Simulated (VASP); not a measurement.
Here is a VASP 6.6.1 calculation.

The input INCAR:

```
ALGO = Normal
EDIFF = 1E-6
ENCUT = 840
GGA = PE
GGA_COMPAT = F
ISIF = 2
ISMEAR = -1
LASPH = T
LCHARG = F
LREAL = F
LWAVE = F
NBANDS = 15
NELM = 120
PREC = Accurate
SIGMA = 0.05
```

Contents of KPOINTS:

```
k-points
0
Gamma
  8 8 8
```

Contents of POSCAR:

```
MgO
1.0
    0.0000000000      2.1055000000      2.1055000000
    2.1055000000      0.0000000000      2.1055000000
    2.1055000000      2.1055000000      0.0000000000
Mg O
1 1
Direct
    0.0000000000      0.0000000000      0.0000000000
    0.5000000000      0.5000000000      0.5000000000
```

Potentials or basis: VASP PAW PBE potentials, release 64 (Mg_sv, O).

Launch:

```bash
$ cat potpaw_PBE.64/Mg_sv/POTCAR potpaw_PBE.64/O/POTCAR > POTCAR
$ mpirun -np 1 vasp_std > vasp.out
```

Question: Predict the pressure.

Answer: 4.9 GPa.

Question: Estimate the band gap on the k mesh.

Answer: 4.75 eV.

Caveat: the cell stands under pressure.
